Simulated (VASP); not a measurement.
# AgRh (P-6m2) in VASP: notebook, part 2 of 2

VASP 6.6.1. Earlier steps stand in the parts before.

## 3. Single point, PBE (volume scaled by 0.74)

The input, INCAR:

```
SYSTEM = AgRh
ALGO = Normal
EDIFF = 1E-6
ENCUT = 520
GGA = PE
ISIF = 2
ISMEAR = -1
LASPH = .True.
LCHARG = .False.
LREAL = .False.
LWAVE = .False.
NBANDS = 20
NELM = 60
PREC = Accurate
SIGMA = 0.05
```

The input, KPOINTS:

```
k-points
0
Gamma
  14 14 7
  0 0 0
```

The input, POSCAR:

```
AgRh
1.0
    2.5123401083      0.0000000000      0.0000000000
   -1.2561700542      2.1757503567      0.0000000000
    0.0000000000      0.0000000000      4.3494005592
Ag Rh
1 1
Direct
    0.0000000000      0.0000000000      0.5000000000
    0.6666666667      0.3333333333      0.0000000000
```

Potentials or basis: VASP PAW PBE potentials, release 64 (Ag, Rh_pv).

Run with:

```console
> cat potpaw_PBE.64/Ag/POTCAR potpaw_PBE.64/Rh_pv/POTCAR > POTCAR
> mpirun -np 1 vasp_std > vasp.out
```

OUTCAR:

```text
SYSTEM = AgRh
   EDIFF = 1E-6
   ENCUT = 520
   GGA = PE
   ISIF = 2
   ISMEAR = -1
   LASPH = .True.
   LREAL = .False.
   NELM = 60
   PREC = Accurate

 ion  position               nearest neighbor table
   1  0.000  0.000  0.500-   2 2.61   2 2.61   2 2.61   2 2.61   2 2.61   2 2.61
   2  0.667  0.333  0.000-   1 2.61   1 2.61   1 2.61   1 2.61   1 2.61   1 2.61

  LATTYP: Found a hexagonal cell.
 ALAT       =     2.5123401083
 C/A-ratio  =     1.7312148721

  Lattice vectors:

 A1 = (   2.5123401083,   0.0000000000,   0.0000000000)
[... 188 lines left out ...]
      3     -31.7634      2.00000
      4       4.5734      2.00000
      5       6.1406      2.00000
      6       8.4021      2.00000
[... 541 lines left out ...]
     19      29.7180      0.00000
     20      30.0123      0.00000

 [... further k-points ...]
[... 5 lines left out ...]
  --------------------------------------------------------------------------------------
  -------------------------------------------------------------------------------------
  Total       15.1613253     15.1613253     12.6640006     -0.0000000      0.0000000      0.0000000
  in kB     1021.7175388   1021.7175387    853.4235090     -0.0000000      0.0000000      0.0000000
  external PRESSURE =     965.6195288 kB  Pullay stress =       0.0000000 kB

 VOLUME and BASIS-vectors are now :
 -----------------------------------------------------------------------------
  energy-cutoff  :      520.00
  volume of cell :       23.77
      direct lattice vectors                 reciprocal lattice vectors
     2.512340108  0.000000000  0.000000000     0.398035281  0.229805776  0.000000000
    -1.256170054  2.175750357  0.000000000     0.000000000  0.459611553  0.000000000
     0.000000000  0.000000000  4.349400559     0.000000000  0.000000000  0.229916741

 POSITION                                       TOTAL-FORCE (eV/Angst)
 -----------------------------------------------------------------------------------
      0.00000      0.00000      2.17470        -0.000000      0.000000      0.000000
      1.25617      0.72525      0.00000         0.000000     -0.000000      0.000000
 -----------------------------------------------------------------------------------
    total drift:                               -0.000000      0.000000      0.000000

  FREE ENERGIE OF THE ION-ELECTRON SYSTEM (eV)
  ---------------------------------------------------
  free  energy   TOTEN  =        -7.6931301889 eV

  energy  without entropy=       -7.6759230235  energy(sigma->0) =       -7.68452661
```

OSZICAR:

```text
N       E                     dE             d eps       ncg     rms          rms(c)
DAV:   1     0.230511288616E+03    0.23051E+03   -0.15861E+04  3840   0.148E+03
DAV:   2    -0.369239649009E+01   -0.23420E+03   -0.22801E+03  3980   0.402E+02
DAV:   3    -0.857540628165E+01   -0.48830E+01   -0.48627E+01  4324   0.647E+01
DAV:   4    -0.860093338740E+01   -0.25527E-01   -0.25524E-01  4372   0.461E+00
DAV:   5    -0.860124979088E+01   -0.31640E-03   -0.31640E-03  4400   0.520E-01    0.216E+01
DAV:   6    -0.791153886995E+01    0.68971E+00   -0.41261E+00  4052   0.257E+01    0.144E+01
DAV:   7    -0.778975413203E+01    0.12178E+00   -0.21078E+00  4044   0.162E+01    0.542E+00
DAV:   8    -0.769600329691E+01    0.93751E-01   -0.38691E-01  4068   0.813E+00    0.200E+00
DAV:   9    -0.769333211039E+01    0.26712E-02   -0.14229E-02  4396   0.123E+00    0.222E-01
DAV:  10    -0.769313180819E+01    0.20030E-03   -0.12128E-03  4240   0.351E-01    0.857E-02
DAV:  11    -0.769313085173E+01    0.95645E-06   -0.10029E-04  4592   0.120E-01    0.154E-02
DAV:  12    -0.769313018894E+01    0.66280E-06   -0.90095E-06  4080   0.288E-02
   1 F= -.76931302E+01 E0= -.76845266E+01  d E =-.172072E-01
```

Wall time 17 s (1 thread of Intel Xeon 6975P-C (Granite Rapids), shared host); peak memory 0.17 GiB.

Results:

```yaml
Free_energy: -7.6931 eV
Pressure: 96.6 GPa
Band_gap_on_the_k_mesh: zero (band 13 reaches 16.04 eV, above the bottom of band 14 at 13.90 eV)
```

Stress tensor (GPa, compression positive):
```
102.17   0.00   0.00
  0.00 102.17   0.00
  0.00   0.00  85.34
```

## 4. Single point, PBE (volume scaled by 0.8)

The input, INCAR:

```
PREC = Accurate ; ENCUT = 520
EDIFF = 1E-6 ; ISMEAR = -1
SIGMA = 0.05 ; LREAL = F
LASPH = T ; NELM = 60
ALGO = Normal ; ISIF = 2
LWAVE = F ; LCHARG = F
GGA = PE ; NBANDS = 20
```

The input, KPOINTS:

```
Automatic mesh
0
Gamma
  14 14 7
```

The input, POSCAR:

```
AgRh
1.0
    2.5784844745      0.0000000000      0.0000000000
   -1.2892422373      2.2330330582      0.0000000000
    0.0000000000      0.0000000000      4.4639106697
Ag Rh
1 1
Direct
    0.0000000000      0.0000000000      0.5000000000
    0.6666666667      0.3333333333      0.0000000000
```

Run with:

```console
> cat potpaw_PBE.64/Ag/POTCAR potpaw_PBE.64/Rh_pv/POTCAR > POTCAR
> mpirun -np 1 vasp_std > vasp.out
```

It took 18 s on 1 thread of Intel Xeon 6975P-C (Granite Rapids), shared host; peak memory 0.18 GiB.

The run converged. Its results:

```yaml
Free_energy: -8.6036 eV
Pressure: 57.1 GPa
Band_gap_on_the_k_mesh: zero (band 13 reaches 14.26 eV, above the bottom of band 14 at 12.37 eV)
```

Stress tensor (GPa, compression positive):
```
60.61  0.00  0.00
 0.00 60.61  0.00
 0.00  0.00 49.95
```

Levels at points of the mesh, in eV from the Fermi level:
```csv
k point,band 10,band 11,band 12,band 13,band 14,band 15,band 16,band 17
"(0.00, 0.00, 0.00)",-3.67,-2.55,-2.55,-0.40,0.14,0.14,7.08,16.87
"(0.50, 0.00, 0.00)",-2.39,-2.31,-0.08,1.60,2.29,4.94,9.93,10.04
```

## 5. The runs side by side

```tsv
cell	gap on the mesh (eV)	pressure (GPa)
a = 2.418, b = 2.418, c = 4.187 Å, angles 90.0, 90.0, 120.0°, 2 atoms	none	182.5
a = 2.512, b = 2.512, c = 4.349 Å, angles 90.0, 90.0, 120.0°, 2 atoms	none	96.6
a = 2.578, b = 2.578, c = 4.464 Å, angles 90.0, 90.0, 120.0°, 2 atoms	none	57.1
```

Alike in all rows: task single point; level PBE; potentials or basis VASP PAW PBE potentials, release 64 (Ag, Rh_pv); no spin polarisation; k mesh 14 × 14 × 7; cutoff (eV) 520; smearing fermi-dirac 0.05 eV.

Absolute energies hang on the potentials; compare differences alone.
